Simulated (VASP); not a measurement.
Sr2Be, 6 atoms in the cell. Symmetry: I4/mcm, No. 140, tetragonal system. The conventional cell has a = 7.683 Å, b = 7.683 Å, c = 7.233 Å, α = 90.00°, β = 90.00°, γ = 90.00°. Within 4.4 Å of Sr (site symmetry m2m) lie 4 Be at 3.33 Å and 7 Sr at 3.87 to 4.07 Å. Be (site symmetry 422) has 8 Sr at 3.33 Å and 2 Be at 3.62 Å within 4.4 Å. 

```yaml
Program: VASP 6.6.1
Task: relaxation of cell and atoms
Functional: PBE
Potentials_or_basis: VASP PAW PBE potentials, release 64 (Sr_sv, Be)
Cutoff: 600 eV
k_mesh: 8 × 8 × 8
Occupations: gaussian, width 0.1 eV
Spin: no spin polarisation
Dipole_correction: no
Further_INCAR_settings: ALGO = Normal; EDIFF = 1e-07; IBRION = 2; EDIFFG = -0.01; NSW = 100; ISIF = 3
```

Potentials or basis: VASP PAW PBE potentials, release 64 (Sr_sv, Be).

Command:

```sh
$ cat potpaw_PBE.64/Sr_sv/POTCAR potpaw_PBE.64/Be/POTCAR > POTCAR
$ mpirun -np 1 vasp_std > vasp.out
```

Hardware: 1 thread of Intel(R) Xeon(R) Platinum 8488C (Sapphire Rapids), on a shared host.

**Question.** Estimate the wall time of this run.

**Answer.** Run time: 30 min on 1 thread of Intel(R) Xeon(R) Platinum 8488C (Sapphire Rapids), with other jobs on the host, peak memory 0.66 GiB. Counts: scf iterations 75, k points 59, ion steps 8.
